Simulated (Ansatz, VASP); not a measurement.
One calculation of BaTiO3, two programs

```
CELL_PARAMETERS angstrom
4.02062 0.00000 0.00000
0.00000 2.86190 2.87022
0.00000 -2.86190 2.87022
ATOMIC_POSITIONS crystal
Ba 0.00000 0.00000 0.00000
Ti 0.50000 0.51240 0.51240
O 0.00000 0.48740 0.48740
O 0.50000 0.50524 0.99184
O 0.50000 0.99184 0.50524
```

Alike in both runs: task single point; functional r2SCAN; k mesh 6 × 6 × 6; no spin polarisation.

|  | VASP | Ansatz |
| --- | --- | --- |
| version | VASP 6.6.1 | Ansatz 0.2.0 |
| potentials or method | VASP PAW PBE potentials, release 64 (Ba_sv, Ti_sv, O), cutoff 520 eV | plane waves, PAW |
| occupations | gaussian, width 0.01 eV | fixed |
| valence electrons in the cell | 40 | 40 |

|  | VASP | Ansatz | Ansatz less VASP |
| --- | --- | --- | --- |
| pressure (GPa) | -3.5 | -5.2 | -1.76 |
| traceless stress, the component that is largest in VASP (GPa) | -0.38 | -0.38 | -0.009 |

VASP's potentials were made for PBE, not for r2SCAN.

Neither program's run includes spin-orbit coupling.
